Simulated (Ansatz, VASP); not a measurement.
One calculation of BN, two programs

```xyz
4
Lattice="2.4701 0.0000 0.0000 -1.2351 2.1392 0.0000 0.0000 0.0000 6.5712" Properties=species:S:1:pos:R:3 pbc="T T T"
B     0.0000    1.4261    1.6428
B     1.2351    0.7131    4.9284
N     0.0000    1.4261    4.9284
N     1.2351    0.7131    1.6428
```

Change from the starting cell: volume scaled by 0.96.

Alike in both runs: task single point; functional PBEsol; k mesh 11 × 11 × 4; occupations fermi-dirac, width 0.02 eV; no spin polarisation.

|  | VASP | Ansatz |
| --- | --- | --- |
| version | VASP 6.6.1 | Ansatz 0.2.0 |
| potentials or method | VASP PAW PBE potentials, release 64 (B, N), cutoff 520 eV | all-electron LAPW, scalar-relativistic |

|  | VASP | Ansatz | Ansatz less VASP |
| --- | --- | --- | --- |
| gap on the k mesh at the Fermi level (eV) | 4.28 | 4.28 | +0.006 |
| pressure (GPa) | 11.4 | 11.1 | -0.35 |
| traceless stress, the component that is largest in VASP (GPa) | -10.34 | -9.82 | +0.517 |

VASP's potentials were made for PBE, not for PBEsol. Ansatz ran all-electron here, and VASP with PAW potentials.
